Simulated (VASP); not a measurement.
Sr2Si4Bi: relaxation of cell and atoms with PBE+D3(BJ)

The system is Sr2Si4Bi.

```
Sr Si Bi
1.0
     4.20952    0.00000    0.00000
     0.00000    4.20952    0.00000
     0.00000    0.00000   10.92169
Sr Si Bi
2 4 1
Cartesian
  0.0000 0.0000 8.4513
  0.0000 0.0000 2.4704
  2.1048 2.1048 9.8217
  2.1048 2.1048 7.0808
  2.1048 2.1048 3.8408
  2.1048 2.1048 1.1000
  0.0000 0.0000 0.0000
```

* Program: VASP 6.6.1
* Task: relaxation of cell and atoms
* Functional: PBE
* Dispersion: D3(BJ)
* Potentials or basis: VASP PAW PBE potentials, release 64 (Sr_sv, Si, Bi_d)
* Cutoff: 600 eV
* k mesh: 4 × 4 × 2
* Occupations: gaussian, width 0.1 eV
* Spin: no spin polarisation
* Dipole correction: no
* Further INCAR settings: ALGO = Normal; EDIFF = 1e-06; IBRION = 2; EDIFFG = -0.04; NSW = 90; ISIF = 3

The relaxed volume is 26.93 Å³/atom. The relaxed cell is a = 4.313 Å, b = 4.313 Å, c = 10.135 Å, α = 90.00°, β = 90.00°, γ = 90.00°, the space group after relaxing (to 0.1 Å) is P4/mmm (No. 123) and the energy gained by relaxing is 809.2 meV/atom. The ionic steps are 19 and the pressure after relaxing is 0.1 GPa. The largest force after relaxing is 0.038 eV/Å, the band gap on the k mesh is zero (an odd number of electrons rules out a gap without spin polarisation) and the dispersion energy per atom is -0.324 eV.

Forces on the atoms (eV/Å):
```
Sr   0.000  0.000  0.020
Sr   0.000  0.000 -0.020
Si   0.000  0.000 -0.038
Si   0.000  0.000 -0.031
Si   0.000  0.000  0.031
Si   0.000  0.000  0.038
Bi   0.000  0.000  0.000
```

Step by step:
```csv
step,energy change (eV),largest force (eV/Å),pressure (GPa),volume (Å³)
1,0.0000,8.9274,9.05,193.53
2,-2.8975,0.3339,-3.99,235.94
3,-3.7741,1.0745,-2.82,216.47
4,-3.7777,1.1544,-2.71,215.84
5,-3.7779,1.2902,-2.51,214.82
6,-4.0799,1.1576,-0.76,202.65
7,-4.2049,0.9608,2.03,189.35
8,-4.4437,0.8645,1.97,188.37
9,-5.1313,1.0492,1.81,184.81
10,-4.6294,2.6883,6.75,174.80
11,-5.3987,0.9634,2.28,182.41
12,-5.4793,0.6029,3.71,178.86
13,-5.5208,0.7778,3.14,180.03
14,-5.5412,0.5810,-2.13,197.34
15,-5.6621,0.1271,0.13,188.51
16,-5.6621,0.1283,0.15,188.34
17,-5.6634,0.1095,-0.03,188.58
18,-5.6641,0.0420,0.04,188.49
19,-5.6641,0.0381,0.06,188.49
```

Final structure:
```cif
data_structure
_symmetry_space_group_name_H-M 'P 1'
_symmetry_Int_Tables_number 1
_cell_length_a 4.3126
_cell_length_b 4.3126
_cell_length_c 10.1346
_cell_angle_alpha 90.000
_cell_angle_beta 90.000
_cell_angle_gamma 90.000
_cell_volume 188.49
loop_
_atom_site_label
_atom_site_type_symbol
_atom_site_fract_x
_atom_site_fract_y
_atom_site_fract_z
_atom_site_occupancy
Sr1 Sr 0.00000 0.00000 0.68739 1
Sr2 Sr 0.00000 0.00000 0.31261 1
Si1 Si 0.50000 0.50000 0.88491 1
Si2 Si 0.50000 0.50000 0.65609 1
Si3 Si 0.50000 0.50000 0.34391 1
Si4 Si 0.50000 0.50000 0.11509 1
Bi1 Bi 0.00000 0.00000 0.00000 1
```

Levels at points of the mesh, in eV from the Fermi level:
```tsv
k point	band 24	band 25	band 26	band 27	band 28	band 29
(0.00, 0.00, 0.00)	0.15	0.53	0.53	1.01	1.57	1.74
(0.50, 0.00, 0.00)	-0.68	-0.30	-0.03	0.01	0.42	2.24
(0.50, 0.50, 0.00)	-1.18	-1.18	-1.18	1.17	1.17	1.87
(0.00, 0.00, 0.50)	-0.07	1.13	1.26	1.26	1.36	1.63
(0.50, 0.00, 0.50)	-0.98	-0.01	0.02	0.27	0.31	0.82
(0.50, 0.50, 0.50)	-0.87	-0.37	-0.37	-0.13	-0.13	0.70
```

Wall time 12 min on 1 thread of Intel(R) Xeon(R) 6975P-C (Granite Rapids), on a shared host, peak memory 0.41 GiB.

Caveat: the k points lie up to 0.36 Å⁻¹ apart in the final cell, too coarse for converged energies and pressures of a metal; spin-orbit coupling is left out, which moves the levels of the heavy elements.
